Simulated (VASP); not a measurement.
# BP (sol) (I-4m2) in VASP: further runs

The runs below take BP (sol) through relaxation of the atoms, with PBEsol.

All numbers are computed with VASP 6.6.1; they aren't measurements. Logs are shortened: lines on timing, memory, paths and dates and some standing lists are left out, and cuts for length are marked.

### Step 1. The cell of the first run

Symmetry: I-4m2, No. 119, tetragonal system. Conventional cell: a = 3.228 Å, b = 3.228 Å, c = 4.493 Å, α = 90.00°, β = 90.00°, γ = 90.00°. B (site symmetry -4m2) has 4 P at 1.97 Å within 2.6 Å. Within 2.6 Å of P (site symmetry -4m2) lie 4 B at 1.97 Å.

### Step 2. Relaxation of the atoms, PBEsol (strained cell)

INCAR reads:

```
PREC = Accurate ; ENCUT = 450
EDIFF = 1E-7 ; ISMEAR = 0
SIGMA = 0.02 ; LREAL = F
LASPH = T ; NELM = 120
ALGO = Normal ; ISIF = 2
LWAVE = F ; LCHARG = F
GGA = PS ; IBRION = 2
NSW = 60 ; EDIFFG = -0.002
GGA_COMPAT = F ; NELMIN = 4
```

KPOINTS reads:

```
regular mesh
0
Gamma
  8 8 8
```

POSCAR reads:

```
BP
1.0
    0.0000000000      2.2827359537      2.2465738000
    2.2827359537      0.0000000000      2.2465738000
    2.2827359537      2.2827359537      0.0000000000
B P
1 1
Direct
    0.0000000000      0.0000000000      0.0000000000
    0.2500000000      0.2500000000      0.2500000000
```

Potentials or basis: VASP PAW PBE potentials, release 64 (B, P).

The run is started by

```
cat potpaw_PBE.64/B/POTCAR potpaw_PBE.64/P/POTCAR > POTCAR
mpirun -np 1 vasp_std > vasp.out
```

OUTCAR:

```text
PREC = Accurate
   ENCUT = 450
   EDIFF = 1E-7
   ISMEAR = 0
   LREAL = F
   LASPH = T
   NELM = 120
   ISIF = 2
   GGA = PS
   IBRION = 2
   NSW = 60
   EDIFFG = -0.002
   NELMIN = 4

 ion  position               nearest neighbor table
   1  0.000  0.000  0.000-   2 1.97   2 1.97   2 1.97   2 1.97
   2  0.250  0.250  0.250-   1 1.97   1 1.97   1 1.97   1 1.97

  LATTYP: Found a body centered tetragonal cell.
 ALAT       =     3.2282761450
 C/A-ratio  =     1.3918101792

  Lattice vectors:

 A1 = (   0.0000000000,  -2.2827359537,  -2.2465738000)
 A2 = (   0.0000000000,   2.2827359537,  -2.2465738000)
 A3 = (   2.2827359537,   0.0000000000,   2.2465738000)

Analysis of symmetry for initial positions (statically):
=====================================================================
 Subroutine PRICEL returns:
 Original cell was already a primitive cell.

 Routine SETGRP: Setting up the symmetry group for a
 body centered tetragonal supercell.

 Subroutine GETGRP returns: Found  8 space group operations
 (whereof  8 operations were pure point group operations)
 out of a pool of 16 trial point group operations.

The static configuration has the point symmetry D_2d.

Analysis of symmetry for dynamics (positions and initial velocities):
=====================================================================
 Subroutine PRICEL returns:
 Original cell was already a primitive cell.

 Routine SETGRP: Setting up the symmetry group for a
 body centered tetragonal supercell.

 Subroutine GETGRP returns: Found  8 space group operations
 (whereof  8 operations were pure point group operations)
 out of a pool of 16 trial point group operations.

The dynamic configuration has the point symmetry D_2d.

 Subroutine INISYM returns: Found  8 space group operations
 (whereof  8 operations are pure point group operations),
 and found     1 'primitive' translations

----------------------------------------------------------------------------------------

                                     Primitive cell

  volume of cell :      23.4133

  direct lattice vectors                    reciprocal lattice vectors
     0.000000000  2.282735954  2.246573800    -0.219035408  0.219035408  0.222561128
     2.282735954  0.000000000  2.246573800     0.219035408 -0.219035408  0.222561128
     2.282735954  2.282735954  0.000000000     0.219035408  0.219035408 -0.222561128

  length of vectors
[... 87 lines left out ...]
   NFREE  =      1    steps in history (QN), initial steepest desc. (CG)
   ISIF   =      2    stress and relaxation
   ISYM   =      2    0-nonsym 1-usesym 2-fastsym
   POTIM  = 0.5000    time-step for ionic-motion
   TEBEG  =    0.0;   TEEND  =   0.0 temperature during run
   PSTRESS=    0.0 pullay stress
   NELECT =       8.0000    total number of electrons
   NUPDOWN=      -1.0000    fix difference up-down
   EMIN   =  10.00;   EMAX   =-10.00  energy-range for DOS
   EFERMI =   0.00;   METHOD = LEGACY
   ISMEAR =     0;   SIGMA  =   0.02  broadening in eV -4-tet -1-fermi 0-gaus
   EFERMI_NEDOS =   21; number of points for ismear=-14 and -15
   IALGO  =     38    algorithm
   IMIX   =      4    mixing-type and parameters
     AMIX     =   0.40;   BMIX     =  1.00
     AMIX_MAG =   1.60;   BMIX_MAG =  1.00
  volume/ion in A,a.u.               =      11.71        79.00
  Fermi-wavevector in a.u.,A,eV,Ry     =   1.144504  2.162800 17.822141  1.309890
  Thomas-Fermi vector in A             =   2.281196
   LORBIT       =      0    0 simple, 1 ext, 2 COOP (PROOUT), +10 PAW based schemes
   GGA     = PS    functional components
   LHFCALC =     F    Hartree Fock is set to
   AEXX    =    0.0000 exact exchange contribution
   IVDW    =     0    specifies the selected vdW correction
   LEPSILON=     F    determine dielectric tensor
   LRPA    =     F    only Hartree local field effects (RPA)
 conjugate gradient relaxation of ions
 non-spin polarized calculation
 Gauss-broadening in eV      SIGMA  =   0.02
  energy-cutoff  :      450.00
  volume of cell :       23.41
 maximum number of plane-waves:       531
 NGX is ok and might be reduce to    24
   NGX = 11   NGY = 11   NGZ = 11

 number of electron       8.0000000 magnetization

 Free energy of the ion-electron system (eV)
  ---------------------------------------------------
  ext. energy  EPLUGINS =         0.00000000
  ---------------------------------------------------
  free energy    TOTEN  =       -13.66582053 eV

  energy without entropy =      -13.66582053  energy(sigma->0) =      -13.66582053

 E-fermi :   7.5937     XC(G=0): -11.0367

 val. band max:        7.4839896869   @ k =   0.0000   0.0000   0.0000
 cond. band min:       8.4102186480   @ k =   0.3750   0.3750   0.0000
 fundamental gap:      0.9262289611
 Fermi energy:         7.5937218151

 k-point     1 :       0.0000    0.0000    0.0000
  band No.  band energies     occupation
      1      -8.0979      2.00000
      2       7.3309      2.00000
      3       7.3309      2.00000
      4       7.4840      2.00000
      5      10.6768      0.00000
      6      10.7660      0.00000
      7      10.7660      0.00000
      8      14.6885      0.00000
[... 243 lines left out ...]
 k-point    24 :       0.3750    0.0000    0.1250
  band No.  band energies     occupation
      1      -5.9476      2.00000
      2       0.7908      2.00000
      3       4.9848      2.00000
      4       5.1358      2.00000
      5      10.8628      0.00000
      6      12.9064      0.00000
      7      13.5780      0.00000
      8      15.2311      0.00000

 [... further k-points ...]

------------------------ aborting loop because EDIFF is reached ----------------------------------------

  FORCE on cell =-STRESS in cart. coord.  units (eV):
  Direction    XX          YY          ZZ          XY          YZ          ZX
  --------------------------------------------------------------------------------------
  -------------------------------------------------------------------------------------
  Total       -0.5139113     -0.5139113      0.0836712      0.0000000      0.0000000     -0.0000000
  in kB      -35.1671153    -35.1671153      5.7256462      0.0000000      0.0000000     -0.0000000
  external PRESSURE =     -21.5361948 kB  Pullay stress =       0.0000000 kB

 VOLUME and BASIS-vectors are now :
 -----------------------------------------------------------------------------
  energy-cutoff  :      450.00
  volume of cell :       23.41
      direct lattice vectors                 reciprocal lattice vectors
     0.000000000  2.282735954  2.246573800    -0.219035408  0.219035408  0.222561128
     2.282735954  0.000000000  2.246573800     0.219035408 -0.219035408  0.222561128
     2.282735954  2.282735954  0.000000000     0.219035408  0.219035408 -0.222561128

 POSITION                                       TOTAL-FORCE (eV/Angst)
 -----------------------------------------------------------------------------------
      0.00000      0.00000      0.00000        -0.000000     -0.000000     -0.000000
      1.14137      1.14137      1.12329         0.000000      0.000000      0.000000
 -----------------------------------------------------------------------------------
    total drift:                                0.000000      0.000000     -0.000000

  FREE ENERGIE OF THE ION-ELECTRON SYSTEM (eV)
  ---------------------------------------------------
  free  energy   TOTEN  =       -13.6658205334 eV

  energy  without entropy=      -13.6658205334  energy(sigma->0) =      -13.66582053

 reached required accuracy - stopping structural energy minimisation
```

OSZICAR:

```text
N       E                     dE             d eps       ncg     rms          rms(c)
DAV:   1     0.677739535583E+01    0.67774E+01   -0.38081E+03   968   0.799E+02
DAV:   2    -0.141533228338E+02   -0.20931E+02   -0.20027E+02  1472   0.103E+02
DAV:   3    -0.143696802492E+02   -0.21636E+00   -0.21636E+00  1160   0.136E+01
DAV:   4    -0.143700957903E+02   -0.41554E-03   -0.41554E-03  1448   0.602E-01
DAV:   5    -0.143700959373E+02   -0.14699E-06   -0.14699E-06  1160   0.106E-02    0.700E+00
DAV:   6    -0.137736776118E+02    0.59642E+00   -0.15243E+00  1008   0.660E+00    0.379E+00
DAV:   7    -0.136752682043E+02    0.98409E-01   -0.26398E-01  1432   0.308E+00    0.119E+00
DAV:   8    -0.136656431541E+02    0.96251E-02   -0.27273E-02  1040   0.110E+00    0.186E-01
DAV:   9    -0.136657572666E+02   -0.11411E-03   -0.46809E-04  1368   0.198E-01    0.994E-02
DAV:  10    -0.136658161320E+02   -0.58865E-04   -0.12418E-04  1048   0.825E-02    0.210E-02
DAV:  11    -0.136658202077E+02   -0.40757E-05   -0.40039E-06  1400   0.181E-02    0.243E-02
DAV:  12    -0.136658205153E+02   -0.30755E-06   -0.14461E-06  1112   0.722E-03    0.414E-03
DAV:  13    -0.136658205334E+02   -0.18097E-07   -0.29543E-08   536   0.154E-03
   1 F= -.13665821E+02 E0= -.13665821E+02  d E =-.136658E+02
```

Wall time 9.8 s (1 thread of Intel Xeon 6975P-C, shared host); peak memory 0.13 GiB.

What came out:

```
Free energy             : -13.6658 eV
Pressure after relaxing : -2.2 GPa
Band gap on the k mesh  : 0.93 eV, indirect (least direct gap 3.19 eV)
```

Stress tensor (GPa, compression positive):
```
-3.52  0.00  0.00
 0.00 -3.52  0.00
 0.00  0.00  0.57
```

Final structure:
```
CELL_PARAMETERS angstrom
0.00000 2.28274 2.24657
2.28274 0.00000 2.24657
2.28274 2.28274 0.00000
ATOMIC_POSITIONS crystal
B 0.00000 0.00000 0.00000
P 0.25000 0.25000 0.25000
```

Caveat: the cell differs from its parent crystal (strained cell); the relaxation stopped at its first step, so nothing moved; the PAW data sets were made with another functional, which shifts forces and pressure a little. A k mesh can miss the band edges.

### Step 3. Relaxation of the atoms, PBEsol (strained cell)

INCAR reads:

```
ALGO = Normal
EDIFF = 1E-7
EDIFFG = -0.002
ENCUT = 450
GGA = PS
GGA_COMPAT = F
IBRION = 2
ISIF = 2
ISMEAR = 0
LASPH = T
LCHARG = F
LREAL = F
LWAVE = F
NELM = 120
NELMIN = 4
NSW = 60
PREC = Accurate
SIGMA = 0.02
```

KPOINTS reads:

```
k-points
0
Gamma
  8 8 8
```

POSCAR reads:

```
BP
1.0
    0.0000000000      2.2827359537      2.2531104168
    2.2827359537      0.0000000000      2.2531104168
    2.2827359537      2.2827359537      0.0000000000
B P
1 1
Direct
    0.0000000000      0.0000000000      0.0000000000
    0.2500000000      0.2500000000      0.2500000000
```

Potentials or basis: VASP PAW PBE potentials, release 64 (B, P).

The run is started by

```
cat potpaw_PBE.64/B/POTCAR potpaw_PBE.64/P/POTCAR > POTCAR
mpirun -np 1 vasp_std > vasp.out
```

OUTCAR:

```text
EDIFF = 1E-7
   EDIFFG = -0.002
   ENCUT = 450
   GGA = PS
   IBRION = 2
   ISIF = 2
   ISMEAR = 0
   LASPH = T
   LREAL = F
   NELM = 120
   NELMIN = 4
   NSW = 60
   PREC = Accurate

 ion  position               nearest neighbor table
   1  0.000  0.000  0.000-   2 1.97   2 1.97   2 1.97   2 1.97
   2  0.250  0.250  0.250-   1 1.97   1 1.97   1 1.97   1 1.97

  LATTYP: Found a body centered tetragonal cell.
 ALAT       =     3.2282761450
 C/A-ratio  =     1.3958597812

  Lattice vectors:

 A1 = (   0.0000000000,  -2.2827359537,  -2.2531104168)
 A2 = (   0.0000000000,   2.2827359537,  -2.2531104168)
 A3 = (   2.2827359537,   0.0000000000,   2.2531104168)

Analysis of symmetry for initial positions (statically):
=====================================================================
 Subroutine PRICEL returns:
 Original cell was already a primitive cell.

 Routine SETGRP: Setting up the symmetry group for a
 body centered tetragonal supercell.

 Subroutine GETGRP returns: Found  8 space group operations
 (whereof  8 operations were pure point group operations)
 out of a pool of 16 trial point group operations.

The static configuration has the point symmetry D_2d.
[... 171 lines left out ...]
  band No.  band energies     occupation
      1      -8.1063      2.00000
      2       7.3056      2.00000
      3       7.3056      2.00000
      4       7.4311      2.00000
      5      10.6485      0.00000
      6      10.7215      0.00000
      7      10.7215      0.00000
      8      14.6114      0.00000
[... 243 lines left out ...]
 k-point    24 :       0.3750    0.0000    0.1250
  band No.  band energies     occupation
      1      -5.9599      2.00000
      2       0.7662      2.00000
      3       4.9688      2.00000
      4       5.0935      2.00000
      5      10.8179      0.00000
      6      12.8761      0.00000
      7      13.5200      0.00000
      8      15.1766      0.00000

 [... further k-points ...]

------------------------ aborting loop because EDIFF is reached ----------------------------------------

  FORCE on cell =-STRESS in cart. coord.  units (eV):
  Direction    XX          YY          ZZ          XY          YZ          ZX
  --------------------------------------------------------------------------------------
  -------------------------------------------------------------------------------------
  Total       -0.5471938     -0.5471938     -0.0560730      0.0000000      0.0000000      0.0000000
  in kB      -37.3360134    -37.3360134     -3.8259627      0.0000000      0.0000000      0.0000000
  external PRESSURE =     -26.1659965 kB  Pullay stress =       0.0000000 kB

 VOLUME and BASIS-vectors are now :
 -----------------------------------------------------------------------------
  energy-cutoff  :      450.00
  volume of cell :       23.48
      direct lattice vectors                 reciprocal lattice vectors
     0.000000000  2.282735954  2.253110417    -0.219035408  0.219035408  0.221915445
     2.282735954  0.000000000  2.253110417     0.219035408 -0.219035408  0.221915445
     2.282735954  2.282735954  0.000000000     0.219035408  0.219035408 -0.221915445

 POSITION                                       TOTAL-FORCE (eV/Angst)
 -----------------------------------------------------------------------------------
      0.00000      0.00000      0.00000        -0.000000     -0.000000      0.000000
      1.14137      1.14137      1.12656         0.000000      0.000000     -0.000000
 -----------------------------------------------------------------------------------
    total drift:                                0.000000      0.000000      0.000000

  FREE ENERGIE OF THE ION-ELECTRON SYSTEM (eV)
  ---------------------------------------------------
  free  energy   TOTEN  =       -13.6658709072 eV

  energy  without entropy=      -13.6658709072  energy(sigma->0) =      -13.66587091

 reached required accuracy - stopping structural energy minimisation
```

It used 6.7 s of CPU time on 1 thread of Intel Xeon 6975P-C, with other jobs on the host.

Results:

```yaml
Free_energy: -13.6659 eV
Pressure_after_relaxing: -2.6 GPa
Band_gap_on_the_k_mesh: 0.97 eV, indirect (least direct gap 3.22 eV)
```

Final structure:
```cif
data_structure
_symmetry_space_group_name_H-M 'P 1'
_symmetry_Int_Tables_number 1
_cell_length_a 3.2074
_cell_length_b 3.2074
_cell_length_c 3.2283
_cell_angle_alpha 59.784
_cell_angle_beta 59.784
_cell_angle_gamma 60.431
_cell_volume 23.48
loop_
_atom_site_label
_atom_site_type_symbol
_atom_site_fract_x
_atom_site_fract_y
_atom_site_fract_z
_atom_site_occupancy
B1 B 0.00000 0.00000 0.00000 1
P1 P 0.25000 0.25000 0.25000 1
```

Caveat: the cell differs from its parent crystal (strained cell); the relaxation stopped at its first step, so nothing moved; the PAW data sets were made with another functional, which shifts forces and pressure a little. A k mesh can miss the band edges.

### Step 4. Relaxation of the atoms, PBEsol (strained cell)

INCAR reads:

```
SYSTEM = BP
PREC     = Accurate       ! precision mode
ENCUT    = 450            ! plane-wave cutoff, eV
EDIFF    = 1E-7           ! SCF threshold, eV
ISMEAR   = 0              ! smearing method
SIGMA    = 0.02           ! smearing width, eV
LREAL    = .FALSE.        ! projectors in reciprocal space
LASPH    = .TRUE.         ! aspherical terms in the spheres
NELM     = 120            ! most SCF steps
ALGO     = Normal         ! electronic algorithm
ISIF     = 2              ! what is computed and relaxed
LWAVE    = .FALSE.        ! write WAVECAR
LCHARG   = .FALSE.        ! write CHGCAR
GGA      = PS             ! functional
IBRION   = 2              ! ionic algorithm
NSW      = 60             ! ionic steps
EDIFFG   = -0.002         ! ionic threshold
GGA_COMPAT= .FALSE.      
NELMIN   = 4
```

KPOINTS reads:

```
Automatic mesh
0
G
  8 8 8
  0 0 0
```

POSCAR reads:

```
BP
1.0
    0.0000000000      2.2827359537      2.2495436674
    2.2827359537      0.0000000000      2.2495436674
    2.2827359537      2.2827359537      0.0000000000
B P
1 1
Direct
    0.0000000000      0.0000000000      0.0000000000
    0.2500000000      0.2500000000      0.2500000000
```

The run is started by

```
cat potpaw_PBE.64/B/POTCAR potpaw_PBE.64/P/POTCAR > POTCAR
mpirun -np 1 vasp_std > vasp.out
```

Run time: 9.3 s. Hardware: 1 thread of Intel Xeon 6975P-C, shared host; peak memory 0.13 GiB.

It converged, with:

* Free energy: -13.6659 eV
* Pressure after relaxing: -2.4 GPa
* Band gap on the k mesh: 0.95 eV, indirect (least direct gap 3.20 eV)

Stress tensor (GPa, compression positive):
```
-3.62  0.00  0.00
 0.00 -3.62  0.00
 0.00  0.00  0.14
```

Final structure:
```xyz
2
Lattice="0.0000 2.2827 2.2495 2.2827 0.0000 2.2495 2.2827 2.2827 0.0000" Properties=species:S:1:pos:R:3 pbc="T T T"
B     0.0000    0.0000    0.0000
P     1.1414    1.1414    1.1248
```

Levels at points of the mesh, in eV from the valence-band top:
```tsv
k point	band 1	band 2	band 3	band 4	band 5	band 6	band 7	band 8
(0.00, 0.00, 0.00)	-15.56	-0.14	-0.14	0.00	3.20	3.29	3.29	7.19
(0.50, 0.00, 0.00)	-12.22	-9.17	-1.95	-1.76	3.59	4.48	4.66	9.83
(0.50, 0.50, 0.00)	-10.61	-8.59	-4.33	-4.33	1.03	1.29	11.96	11.96
(0.50, 0.00, 0.50)	-10.75	-8.72	-4.19	-4.16	1.19	1.49	11.81	12.11
```

Caveat: the cell differs from its parent crystal (strained cell); the relaxation stopped at its first step, so nothing moved; the PAW data sets were made with another functional, which shifts forces and pressure a little. A k mesh can miss the band edges.

### Step 5. Overview

```csv
cell,gap on the mesh (eV),pressure (GPa)
"atoms relaxed from a = 3.203, b = 3.203, c = 3.228 Å, angles 59.7, 59.7, 60.5°, 2 atoms",0.93,-2.2
"atoms relaxed from a = 3.207, b = 3.207, c = 3.228 Å, angles 59.8, 59.8, 60.4°, 2 atoms",0.97,-2.6
"atoms relaxed from a = 3.205, b = 3.205, c = 3.228 Å, angles 59.8, 59.8, 60.5°, 2 atoms",0.95,-2.4
```

Alike in all rows: task relaxation of the atoms; level PBEsol; potentials or basis VASP PAW PBE potentials, release 64 (B, P); no spin polarisation; k mesh 8 × 8 × 8; cutoff (eV) 450; smearing gaussian 0.02 eV.

Caveats: the relaxation stopped at its first step, so nothing moved; the PAW data sets were made with another functional, which shifts forces and pressure a little.

Total energies depend on the potentials used, so only differences within one code and one set of settings carry meaning.
